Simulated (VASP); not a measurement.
The system is MoH5.

```
H Mo
1.0
     3.70674    0.00000    0.00000
     0.00000    3.70674    0.00000
     0.00000    0.00000    4.97126
H Mo
5 1
Direct
  0.34891 0.00000 0.54547
  0.65109 0.00000 0.54547
  0.00000 0.34891 0.54547
  0.00000 0.65109 0.54547
  0.50000 0.50000 0.73571
  0.50000 0.50000 0.12789
```

- Program: VASP 6.6.1
- Task: relaxation of cell and atoms
- Functional: PBE
- Potentials or basis: VASP PAW PBE potentials, release 64 (H, Mo_sv)
- Cutoff: 600 eV
- k mesh: 6 × 6 × 4
- Occupations: gaussian, width 0.1 eV
- Spin: no spin polarisation

At the start: pressure -17.9 GPa; volume 11.38 Å³/atom.

Q: Where does the relaxation end?

A: Over 23 steps the energy falls by 797.8 meV/atom and the volume is 8.60 Å³/atom (-24.5 %); space group P4mm (No. 99, to 0.05 Å).

The path:
| step | energy change (eV) | largest force (eV/Å) | pressure (GPa) | volume (Å³) |
| --- | --- | --- | --- | --- |
| 1 | 0.0000 | 2.7809 | -17.89 | 68.30 |
| 2 | -2.5774 | 0.9388 | -8.93 | 56.49 |
| 3 | -2.6761 | 1.3210 | -4.37 | 54.16 |
| 4 | -2.6818 | 0.7663 | -5.60 | 54.72 |
| 5 | -3.0192 | 0.4506 | -6.15 | 51.24 |
| 6 | -3.7633 | 0.8931 | -1.55 | 41.40 |
| 7 | 0.6387 | 2.4669 | 132.89 | 24.47 |
| 8 | -3.8238 | 0.9665 | 5.20 | 40.33 |
| 9 | -3.4340 | 1.1718 | 33.19 | 31.97 |
| 10 | -3.8818 | 1.0165 | 10.00 | 38.07 |
| 11 | -4.0346 | 0.9932 | 5.06 | 37.81 |
| 12 | -4.0374 | 0.8324 | 5.50 | 37.85 |
| 13 | -4.2113 | 1.0936 | 4.68 | 38.47 |
| 14 | -4.3858 | 1.6797 | 5.85 | 40.00 |
| 15 | -4.5738 | 0.9145 | 5.47 | 41.81 |
| 16 | -4.6657 | 0.2660 | 6.40 | 43.56 |
| 17 | -4.6694 | 0.9093 | 7.09 | 44.39 |
| 18 | -4.7659 | 0.3545 | 2.55 | 48.28 |
| 19 | -4.7861 | 0.0897 | 0.31 | 50.94 |
| 20 | -4.7866 | 0.0966 | -0.04 | 51.42 |
| 21 | -4.7866 | 0.0998 | -0.14 | 51.57 |
| 22 | -4.7851 | 0.2407 | 0.49 | 51.67 |
| 23 | -4.7869 | 0.0178 | 0.04 | 51.60 |

Final structure:
```yaml
crystal:
  lattice:
    - [2.73255, 0.00000, 0.00000]
    - [0.00000, 2.73255, 0.00000]
    - [0.00000, 0.00000, 6.91041]
  atoms:
    - { symbol: H, position: [0.36548, 0.00000, 0.53110] }
    - { symbol: H, position: [0.63452, 0.00000, 0.53110] }
    - { symbol: H, position: [0.00000, 0.36548, 0.53110] }
    - { symbol: H, position: [0.00000, 0.63452, 0.53110] }
    - { symbol: H, position: [0.50000, 0.50000, 0.83964] }
    - { symbol: Mo, position: [0.50000, 0.50000, 0.08143] }
```

Caveat: the volume moved by over 15 % at a fixed basis, so the end points are rough.
